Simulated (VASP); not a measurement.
BN: single point with PBE+D3(BJ)

The system is BN.

```
B N
1.0
     1.15103    0.66455    3.64277
    -1.15103    0.66455    3.64277
     0.00000   -1.32910    3.64277
B N
1 1
Direct
  0.99967 0.99967 0.99967
  0.33276 0.33276 0.33276
```

This cell differs from its parent crystal: strain -0.080 along x and y, +0.080 along z.

```json
{
 "Program": "VASP 6.6.1",
 "Task": "single point",
 "Functional": "PBE",
 "Dispersion": "D3(BJ)",
 "Potentials or basis": "VASP PAW PBE potentials, release 64 (B, N)",
 "Cutoff": "520 eV",
 "k mesh": "12 × 12 × 12",
 "Occupations": "gaussian, width 0.05 eV",
 "Spin": "no spin polarisation",
 "Dipole correction": "no",
 "Further INCAR settings": "ALGO = Normal; EDIFF = 1e-06; NBANDS = 11"
}
```

The pressure is 79.9 GPa and the largest force is 0.019 eV/Å. The band gap on the k mesh is 4.47 eV, indirect (least direct gap 5.31 eV) and the dispersion energy per atom is -0.141 eV.

Forces on the atoms (eV/Å):
```
B    0.000  0.000 -0.019
N    0.000  0.000  0.019
```

Stress tensor (GPa, compression positive):
```
121.20   0.00   0.00
  0.00 121.20   0.00
  0.00   0.00  -2.57
```

Levels at points of the mesh, in eV from the valence-band top:
```
           k point  band 1  band 2  band 3  band 4  band 5  band 6  band 7  band 8  band 9
(0.00, 0.00, 0.00)  -19.31   -6.09   -0.95   -0.95    4.47   13.85   13.85   15.90   19.25
(0.50, 0.00, 0.00)  -15.39   -9.94   -4.49   -1.03    5.60   12.16   13.99   15.47   21.14
(0.50, 0.50, 0.00)  -15.36   -9.89   -4.51   -1.34    4.86   12.68   15.07   17.50   21.18
(0.50, 0.50, 0.50)  -19.19   -7.26   -0.95   -0.95    9.21   13.83   13.83   13.99   18.05
```

Wall time 53 s on 1 thread of Intel(R) Xeon(R) Platinum 8375C CPU @ 2.90GHz (Ice Lake) (shared host), peak memory 0.19 GiB.

Caveat: the cell differs from its parent crystal (strain -0.080 along x and y, +0.080 along z). A k mesh can miss the band edges.
